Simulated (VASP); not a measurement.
# Sb: relaxation of cell and atoms with revPBE+D3(BJ)

Crystal: Sb.

```
Sb
1.0
    -1.87134    1.87134    1.87134
     1.87134   -1.87134    1.87134
     1.87134    1.87134   -1.87134
Sb
1
Direct
  0.00000 0.00000 0.00000
```

| Property | Result |
| --- | --- |
| Program | VASP 6.6.1 |
| Task | relaxation of cell and atoms |
| Functional | revPBE |
| Dispersion | D3(BJ) |
| Potentials or basis | VASP PAW PBE potentials, release 64 (Sb) |
| Cutoff | 600 eV |
| k mesh | 10 × 10 × 10 |
| Occupations | fermi-dirac, width 0.05 eV |
| Spin | no spin polarisation |
| Dipole correction | no |
| Further INCAR settings | ALGO = Normal; EDIFF = 1e-07; IBRION = 2; EDIFFG = -0.01; NSW = 60; ISIF = 3 |

```json
{
  "Relaxed volume": "25.39 Å³/atom",
  "Relaxed cell": "a = 3.207 Å, b = 3.207 Å, c = 3.207 Å, α = 109.47°, β = 109.47°, γ = 109.47°",
  "Space group after relaxing (to 0.05 Å)": "Im-3m (No. 229)",
  "Energy gained by relaxing": "5.4 meV/atom",
  "Ionic steps": "3",
  "Pressure after relaxing": "0.0 GPa",
  "Dispersion energy per atom": "-1.044 eV"
}
```

The path:
```
step  energy change (eV)  largest force (eV/Å)  pressure (GPa)  volume (Å³)
   1              0.0000                0.0000           -2.04        26.21
   2             -0.0038                0.0000            1.22        24.96
   3             -0.0054                0.0000            0.01        25.39
```

Final structure:
```cif
data_structure
_symmetry_space_group_name_H-M 'P 1'
_symmetry_Int_Tables_number 1
_cell_length_a 3.2071
_cell_length_b 3.2071
_cell_length_c 3.2071
_cell_angle_alpha 109.471
_cell_angle_beta 109.471
_cell_angle_gamma 109.471
_cell_volume 25.39
loop_
_atom_site_label
_atom_site_type_symbol
_atom_site_fract_x
_atom_site_fract_y
_atom_site_fract_z
_atom_site_occupancy
Sb1 Sb 0.00000 0.00000 0.00000 1
```

Levels at points of the mesh, in eV from the Fermi level:
```tsv
k point	band 1	band 2	band 3	band 4	band 5	band 6
(0.00, 0.00, 0.00)	-13.30	6.00	6.00	6.00	10.75	10.75
(0.50, 0.00, 0.00)	-8.89	-5.96	1.84	3.95	6.62	6.97
(0.50, 0.50, 0.50)	-5.26	-2.12	-2.12	-2.12	2.82	2.82
```

Run time: 36 s on 1 thread of Intel(R) Xeon(R) Platinum 8259CL CPU @ 2.50GHz (Skylake/Cascade Lake) (shared host), peak memory 0.17 GiB.

Caveat: the PAW data sets were made with another functional, which shifts forces and pressure a little; spin-orbit coupling is left out, which moves the levels of the heavy elements; pairwise dispersion overbinds metals, which lowers pressure and volume.
